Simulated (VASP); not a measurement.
# LiF (Fm-3m) in VASP: further runs

The runs below take LiF through single point, with PBEsol.

Everything below comes from runs of VASP 6.6.1. Logs are shortened: lines on timing, memory, paths and dates and some standing lists are left out, and cuts for length are marked.

**1. The cell of the first run**

Symmetry: Fm-3m, No. 225, cubic system. Conventional cell: a = 3.864 Å, b = 3.864 Å, c = 3.864 Å, α = 90.00°, β = 90.00°, γ = 90.00°. Within 2.6 Å of Li (site symmetry m-3m) lie 6 F at 1.93 Å. F (site symmetry m-3m) has 6 Li at 1.93 Å within 2.6 Å.

**2. Single point, PBEsol**

INCAR

```
SYSTEM = LiF
ALGO = Normal
EDIFF = 1E-6
ENCUT = 520
GGA = PS
ISIF = 2
ISMEAR = 0
LASPH = .TRUE.
LCHARG = .TRUE.
LELF = .TRUE.
LREAL = .FALSE.
LVHAR = .TRUE.
LWAVE = .FALSE.
NBANDS = 12
NELM = 60
PREC = Accurate
SIGMA = 0.01
```

KPOINTS

```
k-points
0
G
  10 10 10
  0 0 0
```

POSCAR

```
LiF
1.0
    0.0000000000      1.9317728368      1.9317728368
    1.9317728368      0.0000000000      1.9317728368
    1.9317728368      1.9317728368      0.0000000000
Li F
1 1
Direct
    0.0000000000      0.0000000000      0.0000000000
    0.5000000000      0.5000000000      0.5000000000
```

Potentials or basis: VASP PAW PBE potentials, release 64 (Li_sv, F).

On the command line:

```console
cat potpaw_PBE.64/Li_sv/POTCAR potpaw_PBE.64/F/POTCAR > POTCAR
mpirun -np 1 vasp_std > vasp.out
```

OUTCAR:

```text
SYSTEM = LiF
   EDIFF = 1E-6
   ENCUT = 520
   GGA = PS
   ISIF = 2
   ISMEAR = 0
   LASPH = .TRUE.
   LREAL = .FALSE.
   NELM = 60
   PREC = Accurate

 ion  position               nearest neighbor table
   1  0.000  0.000  0.000-   2 1.93   2 1.93   2 1.93   2 1.93   2 1.93   2 1.93
   2  0.500  0.500  0.500-   1 1.93   1 1.93   1 1.93   1 1.93   1 1.93   1 1.93

  LATTYP: Found a face centered cubic cell.
 ALAT       =     3.8635456736

  Lattice vectors:

 A1 = (   0.0000000000,   1.9317728368,   1.9317728368)
 A2 = (   1.9317728368,   0.0000000000,   1.9317728368)
 A3 = (   1.9317728368,   1.9317728368,   0.0000000000)

Analysis of symmetry for initial positions (statically):
=====================================================================
 Subroutine PRICEL returns:
 Original cell was already a primitive cell.

 Routine SETGRP: Setting up the symmetry group for a
 face centered cubic supercell.

 Subroutine GETGRP returns: Found 48 space group operations
 (whereof 48 operations were pure point group operations)
 out of a pool of 48 trial point group operations.

The static configuration has the point symmetry O_h .

Analysis of symmetry for dynamics (positions and initial velocities):
=====================================================================
 Subroutine PRICEL returns:
 Original cell was already a primitive cell.

 Routine SETGRP: Setting up the symmetry group for a
 face centered cubic supercell.

 Subroutine GETGRP returns: Found 48 space group operations
 (whereof 48 operations were pure point group operations)
 out of a pool of 48 trial point group operations.

The dynamic configuration has the point symmetry O_h .

 Subroutine INISYM returns: Found 48 space group operations
 (whereof 48 operations are pure point group operations),
 and found     1 'primitive' translations

----------------------------------------------------------------------------------------

                                     Primitive cell

  volume of cell :      14.4178

  direct lattice vectors                    reciprocal lattice vectors
     0.000000000  1.931772837  1.931772837    -0.258829605  0.258829605  0.258829605
     1.931772837  0.000000000  1.931772837     0.258829605 -0.258829605  0.258829605
     1.931772837  1.931772837  0.000000000     0.258829605  0.258829605 -0.258829605

  length of vectors
     2.731939345  2.731939345  2.731939345     0.448306026  0.448306026  0.448306026

  position of ions in fractional coordinates (direct lattice)
     0.000000000  0.000000000  0.000000000
     0.500000000  0.500000000  0.500000000

  ion indices of the primitive-cell ions
   primitive index   ion index
                 1           1
                 2           2

----------------------------------------------------------------------------------------

 KPOINTS: k-points

Automatic generation of k-mesh.
 Grid dimensions read from file:
 generate k-points for:   10   10   10

 Generating k-lattice:

  Cartesian coordinates                     Fractional coordinates (reciprocal lattice)
    -0.025882960  0.025882960  0.025882960     0.100000000  0.000000000  0.000000000
     0.025882960 -0.025882960  0.025882960     0.000000000  0.100000000  0.000000000
     0.025882960  0.025882960 -0.025882960     0.000000000  0.000000000  0.100000000

  Length of vectors
     0.044830603  0.044830603  0.044830603

  Shift w.r.t. Gamma in fractional coordinates (k-lattice)
     0.000000000  0.000000000  0.000000000

 Subroutine IBZKPT returns following result:
 ===========================================

 Found     47 irreducible k-points:

 Following reciprocal coordinates:
            Coordinates               Weight
  0.000000  0.000000  0.000000      1.000000
  0.100000  0.000000  0.000000      8.000000
  0.200000  0.000000  0.000000      8.000000
  0.300000  0.000000  0.000000      8.000000
  0.400000  0.000000  0.000000      8.000000
  0.500000  0.000000  0.000000      4.000000
[... 16 lines left out ...]
  0.300000  0.300000  0.000000      6.000000
  0.400000  0.300000  0.000000     24.000000
 [... further k-points ...]
   k-points           NKPTS =     47   k-points in BZ     NKDIM =     47   number of bands    NBANDS=     12
   number of dos      NEDOS =    301   number of ions     NIONS =      2
   total plane-waves  NPLWV =   8000
   dimension x,y,z NGX =    20 NGY =   20 NGZ =   20
   dimension x,y,z NGXF=    40 NGYF=   40 NGZF=   40
   ions per type =               1   1
   NGX,Y,Z   is equivalent  to a cutoff of  12.17, 12.17, 12.17 a.u.
   NGXF,Y,Z  is equivalent  to a cutoff of  24.34, 24.34, 24.34 a.u.
 SYSTEM =  LiF
   PREC   = accura    normal or accurate (medium, high low for compatibility)
   ISTART =      0    job   : 0-new  1-cont  2-samecut
   ICHARG =      2    charge: 1-file 2-atom 10-const
   ISPIN  =      1    spin polarized calculation?
   LNONCOLLINEAR =      F non collinear calculations
   LSORBIT =      F    spin-orbit coupling
   LASPH  =      T    aspherical Exc in radial PAW
   ENCUT  =  520.0 eV  38.22 Ry    6.18 a.u.   5.08  5.08  5.08*2*pi/ulx,y,z
   NELM   =     60;   NELMIN=  2; NELMDL= -5     # of ELM steps
   EDIFF  = 0.1E-05   stopping-criterion for ELM
   LREAL  =      F    real-space projection
   EDIFFG = 0.1E-04   stopping-criterion for IOM
   NSW    =      0    number of steps for IOM
   IBRION =     -1    ionic relax: 0-MD 1-quasi-New 2-CG
   NFREE  =      0    steps in history (QN), initial steepest desc. (CG)
   ISIF   =      2    stress and relaxation
   ISYM   =      2    0-nonsym 1-usesym 2-fastsym
   POTIM  = 0.5000    time-step for ionic-motion
   TEBEG  =    0.0;   TEEND  =   0.0 temperature during run
   PSTRESS=    0.0 pullay stress
   NELECT =      10.0000    total number of electrons
   NUPDOWN=      -1.0000    fix difference up-down
   EMIN   =  10.00;   EMAX   =-10.00  energy-range for DOS
   EFERMI =   0.00;   METHOD = LEGACY
   ISMEAR =     0;   SIGMA  =   0.01  broadening in eV -4-tet -1-fermi 0-gaus
   EFERMI_NEDOS =   21; number of points for ismear=-14 and -15
   IALGO  =     38    algorithm
   IMIX   =      4    mixing-type and parameters
     AMIX     =   0.40;   BMIX     =  1.00
     AMIX_MAG =   1.60;   BMIX_MAG =  1.00
  volume/ion in A,a.u.               =       7.21        48.65
  Fermi-wavevector in a.u.,A,eV,Ry     =   1.449135  2.738468 28.572120  2.099992
  Thomas-Fermi vector in A             =   2.566896
   LORBIT       =      0    0 simple, 1 ext, 2 COOP (PROOUT), +10 PAW based schemes
   GGA     = PS    functional components
   LHFCALC =     F    Hartree Fock is set to
   AEXX    =    0.0000 exact exchange contribution
   IVDW    =     0    specifies the selected vdW correction
   LEPSILON=     F    determine dielectric tensor
   LRPA    =     F    only Hartree local field effects (RPA)
 non-spin polarized calculation
 Gauss-broadening in eV      SIGMA  =   0.01
  energy-cutoff  :      520.00
  volume of cell :       14.42
 maximum number of plane-waves:       396
   NGX = 11   NGY = 11   NGZ = 11

 number of electron      10.0000000 magnetization

 number of electron       9.9999974 magnetization

 Free energy of the ion-electron system (eV)
  ---------------------------------------------------
  ext. energy  EPLUGINS =         0.00000000
  ---------------------------------------------------
  free energy    TOTEN  =        -9.80020447 eV

  energy without entropy =       -9.80020447  energy(sigma->0) =       -9.80020447

 E-fermi :  -0.2107     XC(G=0): -10.8442

 val. band max:       -0.2893184469   @ k =   0.0000   0.0000   0.0000
 cond. band min:       9.8236021409   @ k =   0.0000   0.0000   0.0000
 fundamental gap:     10.1129205878
 Fermi energy:        -0.2107263912

 k-point     1 :       0.0000    0.0000    0.0000
  band No.  band energies     occupation
      1     -40.2760      2.00000
      2     -20.5226      2.00000
      3      -0.2893      2.00000
      4      -0.2893      2.00000
      5      -0.2893      2.00000
      6       9.8236      0.00000
      7      25.0568      0.00000
      8      25.0568      0.00000
      9      25.0568      0.00000
     10      25.1595      0.00000
     11      25.1595      0.00000
     12      25.1596      0.00000

 k-point     2 :       0.1000    0.0000    0.0000
  band No.  band energies     occupation
      1     -40.2654      2.00000
      2     -20.4757      2.00000
      3      -0.6224      2.00000
      4      -0.3176      2.00000
      5      -0.3176      2.00000
      6      10.1068      0.00000
      7      21.9620      0.00000
      8      23.6306      0.00000
      9      23.6306      0.00000
     10      26.3015      0.00000
     11      26.3015      0.00000
     12      26.5093      0.00000

 k-point     3 :       0.2000    0.0000    0.0000
  band No.  band energies     occupation
      1     -40.2383      2.00000
      2     -20.3504      2.00000
      3      -1.4262      2.00000
      4      -0.3900      2.00000
      5      -0.3900      2.00000
      6      10.6945      0.00000
      7      19.4004      0.00000
      8      21.9906      0.00000
      9      21.9906      0.00000
     10      27.6155      0.00000
     11      27.7336      0.00000
     12      27.7336      0.00000
[... 286 lines left out ...]
 k-point    23 :       0.3000    0.3000    0.0000
  band No.  band energies     occupation
      1     -40.1851      2.00000
      2     -19.9935      2.00000
      3      -2.5509      2.00000
      4      -1.1006      2.00000
      5      -1.1006      2.00000
      6      13.0412      0.00000
      7      18.0537      0.00000
      8      19.9268      0.00000
      9      21.3519      0.00000
     10      21.3519      0.00000
     11      36.2926      0.00000
     12      37.1479      0.00000

 k-point    24 :       0.4000    0.3000    0.0000
  band No.  band energies     occupation
      1     -40.1650      2.00000
      2     -19.8465      2.00000
      3      -3.0694      2.00000
      4      -1.3563      2.00000
      5      -1.2199      2.00000
      6      13.8322      0.00000
      7      16.9973      0.00000
      8      19.4768      0.00000
      9      21.0997      0.00000
     10      22.1757      0.00000
     11      36.4698      0.00000
     12      36.7469      0.00000

 [... further k-points ...]
[... 5 lines left out ...]
  --------------------------------------------------------------------------------------
  -------------------------------------------------------------------------------------
  Total        0.8952855      0.8952855      0.8952855      0.0000000      0.0000000      0.0000000
  in kB       99.4887501     99.4887501     99.4887501      0.0000000      0.0000000      0.0000000
  external PRESSURE =      99.4887501 kB  Pullay stress =       0.0000000 kB

 VOLUME and BASIS-vectors are now :
 -----------------------------------------------------------------------------
  energy-cutoff  :      520.00
  volume of cell :       14.42
      direct lattice vectors                 reciprocal lattice vectors
     0.000000000  1.931772837  1.931772837    -0.258829605  0.258829605  0.258829605
     1.931772837  0.000000000  1.931772837     0.258829605 -0.258829605  0.258829605
     1.931772837  1.931772837  0.000000000     0.258829605  0.258829605 -0.258829605

 POSITION                                       TOTAL-FORCE (eV/Angst)
 -----------------------------------------------------------------------------------
      0.00000      0.00000      0.00000         0.000000      0.000000      0.000000
      1.93177      1.93177      1.93177        -0.000000     -0.000000      0.000000
 -----------------------------------------------------------------------------------
    total drift:                                0.000000      0.000000      0.000000

  FREE ENERGIE OF THE ION-ELECTRON SYSTEM (eV)
  ---------------------------------------------------
  free  energy   TOTEN  =        -9.8002044720 eV

  energy  without entropy=       -9.8002044720  energy(sigma->0) =       -9.80020447
```

Wall time 6.9 s (1 thread of Intel Xeon Platinum 8375C at 2.90GHz (Ice Lake), shared host); peak memory 0.12 GiB.

Results:

| Item | Value |
| --- | --- |
| Free energy | -9.8002 eV |
| Band gap on the k mesh | 10.11 eV, direct |

Caveat: the cutoff is under 1.25 times the usual one of these potentials, so pressure, stress and relaxed cells hold a basis-set (Pulay) error; the PAW data sets were made with another functional, which shifts forces and pressure a little. As with any semilocal functional, this PBEsol gap is likely too small.

**3. Single point, PBEsol**

This run uses another cell than the first one, of 7.94 Å³/atom, 1.101 times its volume.

INCAR

```
SYSTEM = LiF
PREC     = Accurate       ! precision mode
ENCUT    = 520            ! plane-wave cutoff, eV
EDIFF    = 1E-7           ! SCF threshold, eV
ISMEAR   = 0              ! smearing method
SIGMA    = 0.01           ! smearing width, eV
LREAL    = .False.        ! projectors in reciprocal space
LASPH    = .True.         ! aspherical terms in the spheres
NELM     = 80             ! most SCF steps
ALGO     = Normal         ! electronic algorithm
ISIF     = 2              ! what is computed and relaxed
LWAVE    = .False.        ! write WAVECAR
LCHARG   = .False.        ! write CHGCAR
GGA      = PS             ! functional
NBANDS   = 12             ! bands
```

KPOINTS

```
Automatic mesh
0
Gamma
  10 10 10
  0 0 0
```

POSCAR

```
LiF
1.0
    0.0000000000      1.9949551523      1.9949551523
    1.9949551523      0.0000000000      1.9949551523
    1.9949551523      1.9949551523      0.0000000000
Li F
1 1
Direct
    0.0000000000      0.0000000000      0.0000000000
    0.5000000000      0.5000000000      0.5000000000
```

Potentials or basis: VASP PAW PBE potentials, release 64 (Li_sv, F).

On the command line:

```console
cat potpaw_PBE.64/Li_sv/POTCAR potpaw_PBE.64/F/POTCAR > POTCAR
mpirun -np 1 vasp_std > vasp.out
```

It took 11 s on 1 thread of Intel Xeon Platinum 8375C at 2.90GHz (Ice Lake), shared host; peak memory 0.13 GiB.

Results (log left out):

```yaml
Free_energy: -9.8512 eV
Band_gap_on_the_k_mesh: 9.18 eV, direct
```

Levels at points of the mesh, in eV from the valence-band top:
```tsv
k point	band 1	band 2	band 3	band 4	band 5	band 6	band 7	band 8	band 9	band 10
(0.00, 0.00, 0.00)	-40.15	-19.94	0.00	0.00	0.00	9.18	24.19	24.19	24.19	24.39
(0.50, 0.00, 0.00)	-40.08	-19.48	-2.65	-0.24	-0.24	10.72	16.89	18.96	18.96	30.70
(0.50, 0.50, 0.00)	-40.06	-19.19	-3.19	-1.06	-1.06	14.90	16.32	17.68	20.41	20.41
```

Caveat: the cutoff is under 1.25 times the usual one of these potentials, so pressure, stress and relaxed cells hold a basis-set (Pulay) error; the PAW data sets were made with another functional, which shifts forces and pressure a little.

**4. Single point, PBEsol**

This run uses another cell than the first one, of 7.84 Å³/atom, 1.088 times its volume.

INCAR

```
PREC     = Accurate       # precision mode
ENCUT    = 520            # plane-wave cutoff, eV
EDIFF    = 1E-6           # SCF threshold, eV
ISMEAR   = 0              # smearing method
SIGMA    = 0.01           # smearing width, eV
LREAL    = False          # projectors in reciprocal space
LASPH    = True           # aspherical terms in the spheres
NELM     = 100            # most SCF steps
ALGO     = Normal         # electronic algorithm
ISIF     = 2              # what is computed and relaxed
LWAVE    = False          # write WAVECAR
LCHARG   = False          # write CHGCAR
GGA      = PS             # functional
NBANDS   = 12             # bands
```

KPOINTS

```
Automatic mesh
0
Gamma
  10 10 10
```

POSCAR

```
LiF
1.0
    0.0000000000      1.9865704720      1.9865704720
    1.9865704720      0.0000000000      1.9865704720
    1.9865704720      1.9865704720      0.0000000000
Li F
1 1
Direct
    0.0000000000      0.0000000000      0.0000000000
    0.5000000000      0.5000000000      0.5000000000
```

On the command line:

```console
cat potpaw_PBE.64/Li_sv/POTCAR potpaw_PBE.64/F/POTCAR > POTCAR
mpirun -np 1 vasp_std > vasp.out
```

Run time: 5.5 s. Hardware: 1 thread of Intel Xeon Platinum 8375C at 2.90GHz (Ice Lake), shared host; peak memory 0.13 GiB.

It converged, with:

- Free energy: -9.8489 eV
- Band gap on the k mesh: 9.29 eV, direct

Levels at points of the mesh, in eV from the valence-band top:
```tsv
k point	band 2	band 3	band 4	band 5	band 6	band 7	band 8	band 9
(0.00, 0.00, 0.00)	-19.98	0.00	0.00	0.00	9.29	24.36	24.36	24.36
(0.50, 0.00, 0.00)	-19.51	-2.69	-0.25	-0.25	10.78	17.05	19.06	19.06
(0.50, 0.50, 0.00)	-19.20	-3.25	-1.08	-1.08	15.02	16.38	17.83	20.56
```

Caveat: the cutoff is under 1.25 times the usual one of these potentials, so pressure, stress and relaxed cells hold a basis-set (Pulay) error; the PAW data sets were made with another functional, which shifts forces and pressure a little. PBEsol gaps usually lie below the measured ones, often by a third to a half.

**5. Single point, PBEsol**

This run uses another cell than the first one, of 7.66 Å³/atom, 1.062 times its volume.

INCAR

```
SYSTEM = LiF
  ALGO = Normal
  EDIFF = 1E-6
  ENCUT = 520
  GGA = PS
  ISIF = 2
  ISMEAR = 0
  LASPH = .TRUE.
  LCHARG = .TRUE.
  LELF = .TRUE.
  LREAL = .FALSE.
  LVHAR = .TRUE.
  LWAVE = .FALSE.
  NBANDS = 12
  NELM = 60
  PREC = Accurate
  SIGMA = 0.01
```

KPOINTS

```
k-points
0
G
  10 10 10
  0 0 0
```

POSCAR

```
LiF
1.0
    0.0000000000      1.9709145535      1.9709145535
    1.9709145535      0.0000000000      1.9709145535
    1.9709145535      1.9709145535      0.0000000000
Li F
1 1
Direct
    0.0000000000      0.0000000000      0.0000000000
    0.5000000000      0.5000000000      0.5000000000
```

On the command line:

```console
cat potpaw_PBE.64/Li_sv/POTCAR potpaw_PBE.64/F/POTCAR > POTCAR
mpirun -np 1 vasp_std > vasp.out
```

Wall time 6 s (1 thread of Intel Xeon Platinum 8375C at 2.90GHz (Ice Lake), shared host); peak memory 0.13 GiB.

Results (log left out):

```yaml
Free_energy: -9.8412 eV
Band_gap_on_the_k_mesh: 9.51 eV, direct
```

Levels at points of the mesh, in eV from the valence-band top:
```
           k point  band 3  band 4  band 5  band 6  band 7  band 8
(0.00, 0.00, 0.00)    0.00    0.00    0.00    9.51   24.66   24.66
(0.50, 0.00, 0.00)   -2.76   -0.26   -0.26   10.91   17.33   19.24
(0.50, 0.50, 0.00)   -3.36   -1.11   -1.11   15.25   16.49   18.13
```

Caveat: the cutoff is under 1.25 times the usual one of these potentials, so pressure, stress and relaxed cells hold a basis-set (Pulay) error; the PAW data sets were made with another functional, which shifts forces and pressure a little. A k mesh can miss the band edges.

**6. Summary**

| cell | gap on the mesh (eV) |
| --- | --- |
| a = 2.732 Å, angles 60.0°, 2 atoms | 10.11 |
| a = 2.821 Å, angles 60.0°, 2 atoms | 9.18 |
| a = 2.809 Å, angles 60.0°, 2 atoms | 9.29 |
| a = 2.787 Å, angles 60.0°, 2 atoms | 9.51 |

Alike in all rows: task single point; level PBEsol; potentials or basis VASP PAW PBE potentials, release 64 (Li_sv, F); no spin polarisation; k mesh 10 × 10 × 10; cutoff (eV) 520; smearing gaussian 0.01 eV.

Caveats: the cutoff is under 1.25 times the usual one of these potentials, so pressure, stress and relaxed cells hold a basis-set (Pulay) error; the PAW data sets were made with another functional, which shifts forces and pressure a little.

Absolute energies hang on the potentials; compare differences alone.
